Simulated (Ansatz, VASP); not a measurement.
## NiMoIrPdW: VASP beside Ansatz

```xyz
5
Lattice="4.1467 0.0000 0.0000 -2.0734 3.5911 0.0000 0.0000 0.0000 5.4163" Properties=species:S:1:pos:R:3 pbc="T T T"
Ni    0.0000    0.0000    0.1203
Mo    2.0734    1.1970    2.4913
Pd    0.0000    2.3941    4.0406
Ir    0.0000    2.3941    1.3888
W     2.0734    1.1970    5.4155
```

Alike in both runs: functional revPBE; k mesh 5 × 5 × 4; occupations fermi-dirac, width 0.05 eV; collinear spin.

|  | VASP | Ansatz |
| --- | --- | --- |
| version | VASP 6.6.1 | Ansatz 0.2.0 |
| potentials or method | VASP PAW PBE potentials, release 64 (Ni, Mo_sv, Pd, Ir, W_sv), cutoff 520 eV | all-electron LAPW, scalar-relativistic |
| task | single point | band structure |

```tsv
	VASP	Ansatz	Ansatz less VASP
gap on the k mesh at the Fermi level (eV)	none	none	-
pressure (GPa)	2.8	2.7	-0.10
traceless stress, the component that is largest in VASP (GPa)	0.21	0.26	+0.051
rms of the force components (eV/Å)	0.041	0.046	+0.0047
net moment per atom (μB)	0.00	0.00	0.000
```

VASP's potentials were made for PBE, not for revPBE. Atom by atom the forces differ by 0.012 eV/Å (rms over components). A gap of «none» marks a metal or a gap that the smearing closes. Ansatz ran all-electron here, and VASP with PAW potentials.

Neither program's run includes spin-orbit coupling. Noted on Ansatz's run: the k mesh is thin for a metal, which can move the energy by tens of meV per atom.
